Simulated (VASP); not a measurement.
Set up this calculation in VASP 6.6.1, as the native input.

```
Task                   : single point
Functional             : PBEsol
Potentials or basis    : VASP PAW PBE potentials, release 64 (Al)
Cutoff                 : 520 eV
k mesh                 : 34 × 34 × 34
Occupations            : methfessel-paxton, width 0.1 eV
Spin                   : no spin polarisation
Dipole correction      : no
Further INCAR settings : ALGO = Normal; EDIFF = 1e-06; NBANDS = 8
```

The structure of Al lies in POSCAR:

```
Al
1.0
    0.0000000000      2.0072264820      2.0072264820
    2.0072264820      0.0000000000      2.0072264820
    2.0072264820      2.0072264820      0.0000000000
Al
1
Direct
    0.0000000000      0.0000000000      0.0000000000
```

One way to write it, as run:

INCAR

```
SYSTEM = Al
PREC = Accurate
ENCUT = 520
EDIFF = 1E-6
ISMEAR = 1
SIGMA = 0.1
LREAL = .False.
LASPH = .True.
NELM = 100
ALGO = Normal
ISIF = 2
LWAVE = .False.
LCHARG = .False.
GGA = PS
NBANDS = 8
```

KPOINTS

```
regular mesh
0
Gamma
  34 34 34
  0 0 0
```

Potentials or basis: VASP PAW PBE potentials, release 64 (Al).

Command:

```console
$ cat potpaw_PBE.64/Al/POTCAR > POTCAR
$ mpirun -np 1 vasp_std > vasp.out
```

It gave:

```yaml
Pressure: 0.0 GPa
```

Caveat: the PAW data sets were made with another functional, which shifts forces and pressure a little.

It took 53 s on 1 thread of Intel Xeon 6975P-C, on a shared host, peak memory 0.23 GiB.
